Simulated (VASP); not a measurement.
**Si (a cell with a defect): single point with PBEsol**

Si (a cell with a defect):

```xyz
17
Lattice="0.0000 5.4300 5.4300 5.4300 0.0000 5.4300 5.4300 5.4300 0.0000" Properties=species:S:1:pos:R:3 pbc="T T T"
Si    0.0419   -0.0387    0.0334
Si    1.3933    1.3633    1.3198
Si    2.7588    2.6717   -0.0455
Si    4.1510    3.9950    1.4298
Si    2.6797   -0.0386    2.6713
Si    3.9398    1.2211    4.2034
Si    5.2827    2.5634    2.8608
Si    6.7133    3.9953    3.9926
Si    0.0777    2.7894    2.6353
Si    1.3934    4.1049    4.0614
Si    2.7588    5.4701    2.7529
Si    4.1544    6.8661    3.9886
Si    2.6797    2.7531    5.4633
Si    4.0815    4.1049    6.7497
Si    5.3900    5.4702    5.3843
Si    6.7135    6.8617    6.8593
Si    7.9586    5.2393    5.6150
```

| Property | Result |
| --- | --- |
| Program | VASP 6.6.1 |
| Task | single point |
| Functional | PBEsol |
| Potentials or basis | VASP PAW PBE potentials, release 64 (Si) |
| Cutoff | 520 eV |
| k mesh | 2 × 2 × 2 |
| Occupations | gaussian, width 0.02 eV |
| Spin | no spin polarisation |

* Pressure: 3.2 GPa
* Largest force: 0.254 eV/Å
* Band gap on the k mesh: zero (band 34 reaches 6.79 eV, above the bottom of band 35 at 6.64 eV)

Forces on the atoms (eV/Å):
```
Si  -0.033  0.002 -0.002
Si  -0.020 -0.017  0.020
Si  -0.019 -0.029  0.020
Si  -0.094  0.016 -0.016
Si   0.002  0.002  0.034
Si   0.086  0.086 -0.086
Si   0.068  0.067 -0.068
Si   0.015  0.015  0.092
Si  -0.045 -0.045  0.045
Si  -0.020 -0.019  0.018
Si  -0.021 -0.021  0.027
Si  -0.040 -0.038  0.039
Si   0.002 -0.032 -0.002
Si  -0.018 -0.020  0.020
Si  -0.026 -0.022  0.021
Si   0.016 -0.093 -0.015
Si   0.146  0.148 -0.146
```

Stress tensor (GPa, compression positive):
```
 3.18 -0.24  0.24
-0.24  3.19  0.24
 0.24  0.24  3.19
```

Levels at points of the mesh, in eV from the Fermi level:
```
           k point  band 32  band 33  band 34  band 35  band 36  band 37
(0.00, 0.00, 0.00)    -0.73    -0.73    -0.43    -0.14    -0.14     0.06
(0.50, 0.00, 0.00)    -1.37    -1.18    -0.23     0.28     0.73     0.79
(0.00, 0.50, 0.00)    -1.37    -1.18    -0.23     0.28     0.73     0.79
(0.00, 0.00, 0.50)    -1.32    -1.32    -0.35     0.40     0.40     1.02
(0.50, 0.50, 0.50)    -1.37    -1.18    -0.23     0.28     0.73     0.79
(0.50, 0.50, 0.00)    -1.78    -0.91     0.01     0.57     1.09     1.20
(0.00, 0.50, 0.50)    -1.78    -0.90     0.01     0.57     1.09     1.20
(0.50, 0.00, 0.50)    -1.78    -0.91     0.01     0.57     1.09     1.20
```

It took 2.4 min on 1 thread of Intel(R) Xeon(R) 6975P-C (Granite Rapids), with other jobs on the host, peak memory 0.46 GiB.

Caveat: the k points lie up to 0.50 Å⁻¹ apart; the PAW data sets were made with another functional, which shifts forces and pressure a little.
